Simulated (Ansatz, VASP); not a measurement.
# HfNbTe4 in VASP and in Ansatz

```
Hf Nb Te
1.0
     3.82223    0.00000    0.00000
    -1.91112    3.31015    0.00000
     0.00000    0.00000   14.31608
Hf Nb Te
1 1 4
Direct
  0.00000 0.00000 0.50000
  0.00000 0.00000 0.00000
  0.66667 0.33333 0.62866
  0.66667 0.33333 0.12454
  0.33333 0.66667 0.87546
  0.33333 0.66667 0.37134
```

Change from the starting cell: relaxed end of: species swapped into the SrCaSi4 type (P-3m1, No. 164).

Alike in both runs: task single point; functional PBE; k mesh 6 × 6 × 2; occupations gaussian, width 0.1 eV; collinear spin.

```csv
,VASP,Ansatz
version,VASP 6.6.1,Ansatz 0.2.0
potentials or method,"VASP PAW PBE potentials, release 64 (Hf_pv, Nb_sv, Te), cutoff 520 eV","scalar-relativistic, plane waves, PAW"
valence electrons in the cell,47,103
```

```tsv
	VASP	Ansatz	Ansatz less VASP
gap on the k mesh at the Fermi level (eV)	none	none	-
pressure (GPa)	0.0	0.1	+0.12
traceless stress, the component that is largest in VASP (GPa)	-0.14	-0.16	-0.017
rms of the force components (eV/Å)	0.021	0.014	-0.0072
net moment per atom (μB)	0.00	0.00	-0.001
```

Atom by atom the forces differ by 0.007 eV/Å (rms over components). A gap of «none» marks a metal or a gap that the smearing closes. With one functional, cell and mesh, what is left measures potentials, basis and numerics. VASP's potentials hold 47 valence electrons a cell and Ansatz's 103, so a difference there can come from the potentials and not from the codes. Ansatz's warnings: seeded moment not kept.

Neither program's run includes spin-orbit coupling.
